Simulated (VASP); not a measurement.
# CuRu2: relaxation of cell and atoms with PBE

Crystal: CuRu2.

```xyz
6
Lattice="0.0000 3.4220 3.4220 3.4220 0.0000 3.4220 3.4220 3.4220 0.0000" Properties=species:S:1:pos:R:3 pbc="T T T"
Cu    3.4220    3.4220    3.4220
Cu    5.1330    5.1330    5.1330
Ru    0.8555    0.8555    0.8555
Ru    0.8555    2.5665    2.5665
Ru    2.5665    0.8555    2.5665
Ru    2.5665    2.5665    0.8555
```

The cell was generated, and may not be a known phase.

```yaml
Program: VASP 6.6.1
Task: relaxation of cell and atoms
Functional: PBE
Potentials_or_basis: VASP PAW PBE potentials, release 64 (Cu, Ru_pv)
Cutoff: 600 eV
k_mesh: 4 × 4 × 4
Occupations: gaussian, width 0.1 eV
Spin: no spin polarisation
Dipole_correction: no
Further_INCAR_settings: ALGO = Normal; EDIFF = 1e-06; IBRION = 2; EDIFFG = -0.04; NSW = 90; ISIF = 3
```

* Relaxed volume: 14.89 Å³/atom
* Relaxed cell: a = 5.017 Å, b = 5.017 Å, c = 5.017 Å, α = 60.00°, β = 60.00°, γ = 60.00°
* Space group after relaxing (to 0.1 Å): Fd-3m (No. 227)
* Energy gained by relaxing: 116.3 meV/atom
* Ionic steps: 4
* Pressure after relaxing: -0.3 GPa
* Band gap on the k mesh: zero (bands 39 and 40 overlap by 1.51 eV)

The path:
| step | energy change (eV) | largest force (eV/Å) | pressure (GPa) | volume (Å³) |
| --- | --- | --- | --- | --- |
| 1 | 0.0000 | 0.0000 | 27.44 | 80.15 |
| 2 | 1.2397 | 0.0000 | -24.67 | 109.72 |
| 3 | -0.6951 | 0.0000 | -1.37 | 89.85 |
| 4 | -0.6978 | 0.0000 | -0.26 | 89.31 |

Final structure:
```
Cu Ru
1.0
     0.00000    3.54783    3.54783
     3.54783    0.00000    3.54783
     3.54783    3.54783    0.00000
Cu Ru
2 4
Cartesian
  3.5478 3.5478 3.5478
  5.3218 5.3218 5.3218
  0.8870 0.8870 0.8870
  0.8870 2.6609 2.6609
  2.6609 0.8870 2.6609
  2.6609 2.6609 0.8870
```

Levels at points of the mesh, in eV from the Fermi level:
| k point | band 35 | band 36 | band 37 | band 38 | band 39 | band 40 | band 41 | band 42 | band 43 | band 44 |
| --- | --- | --- | --- | --- | --- | --- | --- | --- | --- | --- |
| (0.00, 0.00, 0.00) | 0.07 | 0.34 | 0.34 | 0.34 | 0.53 | 0.53 | 2.04 | 2.73 | 2.73 | 2.73 |
| (0.50, 0.00, 0.00) | -1.54 | -1.26 | -0.54 | -0.54 | -0.04 | 0.21 | 0.21 | 0.39 | 0.39 | 3.00 |
| (0.50, 0.50, 0.00) | -1.20 | -1.20 | -0.98 | -0.98 | -0.98 | -0.98 | 0.10 | 0.10 | 0.41 | 0.41 |

It took 3.5 min on 1 thread of Intel(R) Xeon(R) 6975P-C (Granite Rapids), on a shared host, peak memory 0.25 GiB.

Caveat: the k points lie up to 0.38 Å⁻¹ apart in the final cell, too coarse for converged energies and pressures of a metal.
